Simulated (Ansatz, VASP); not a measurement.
Y2LuN3 in VASP and in Ansatz

```xyz
6
Lattice="3.4352 0.0000 0.0000 -1.7176 2.9750 0.0000 0.0000 0.0000 8.4162" Properties=species:S:1:pos:R:3 pbc="T T T"
Y     0.0000    1.9833    5.6307
Y     1.7176    0.9917    2.7855
Lu    0.0000    0.0000    0.0000
N     0.0000    1.9833    1.3612
N     1.7176    0.9917    7.0550
N     0.0000    0.0000    4.2081
```

Alike in both runs: task single point; functional r2SCAN; k mesh 12 × 12 × 4; occupations gaussian, width 0.01 eV; no spin polarisation.

|  | VASP | Ansatz |
| --- | --- | --- |
| version | VASP 6.6.1 | Ansatz 0.2.0 |
| potentials or method | VASP PAW PBE potentials, release 64 (Y_sv, Lu, N), cutoff 520 eV | scalar-relativistic, plane waves, PAW |
| valence electrons in the cell | 62 | 62 |

Ansatz gave:

```
gap on the k mesh at the Fermi level (eV) : 0.48
least direct gap on the mesh (eV)         : 0.99
pressure (GPa)                            : -1.6
rms of the force components (eV/Å)        : 0.019
```

Question: Estimate VASP's values.

Answer: gap on the k mesh at the Fermi level (eV): 0.49; least direct gap on the mesh (eV): 1.01; pressure (GPa): -1.2; rms of the force components (eV/Å): 0.005.

VASP's potentials were made for PBE, not for r2SCAN. Atom by atom the forces differ by 0.020 eV/Å (rms over components).

Neither program's run includes spin-orbit coupling.
